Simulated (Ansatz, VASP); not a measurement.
**Two plane-wave programs on TiC3N3**

```
CELL_PARAMETERS angstrom
0.00000 5.38518 5.38518
5.38518 0.00000 5.38518
5.38518 5.38518 0.00000
ATOMIC_POSITIONS crystal
Ti 0.00000 0.00000 0.00000
Ti 0.50000 0.50000 0.50000
C 0.79986 0.20014 0.20014
C 0.20014 0.79986 0.20014
C 0.20014 0.20014 0.79986
C 0.20014 0.79986 0.79986
C 0.79986 0.20014 0.79986
C 0.79986 0.79986 0.20014
N 0.69080 0.30920 0.30920
N 0.30920 0.69080 0.30920
N 0.30920 0.30920 0.69080
N 0.30920 0.69080 0.69080
N 0.69080 0.30920 0.69080
N 0.69080 0.69080 0.30920
```

Alike in both runs: functional PBE; k mesh 6 × 6 × 6; occupations gaussian, width 0.1 eV; no spin polarisation.

Ansatz relaxed the structure, and its values are those at the end. VASP's run is a single point on that final structure, the one shown.

|  | VASP | Ansatz |
| --- | --- | --- |
| version | VASP 6.6.1 | Ansatz 0.2.0 |
| potentials or method | VASP PAW PBE potentials, release 64 (Ti_sv, C, N), cutoff 520 eV | scalar-relativistic, plane waves, PAW |
| valence electrons in the cell | 78 | 78 |

|  | VASP | Ansatz | Ansatz less VASP |
| --- | --- | --- | --- |
| gap on the k mesh at the Fermi level (eV) | none | none | - |
| pressure (GPa) | 0.4 | 0.0 | -0.37 |
| rms of the force components (eV/Å) | 0.187 | 0.003 | -0.1840 |

A gap of «none» marks a metal or a gap that the smearing closes. One of these differences is far larger than is usual between the two programs; its cause wasn't traced. Ansatz's warnings: xc potential rough in thin density.

Noted on VASP's run: the standard files for N, O and F lose accuracy on very short bonds.
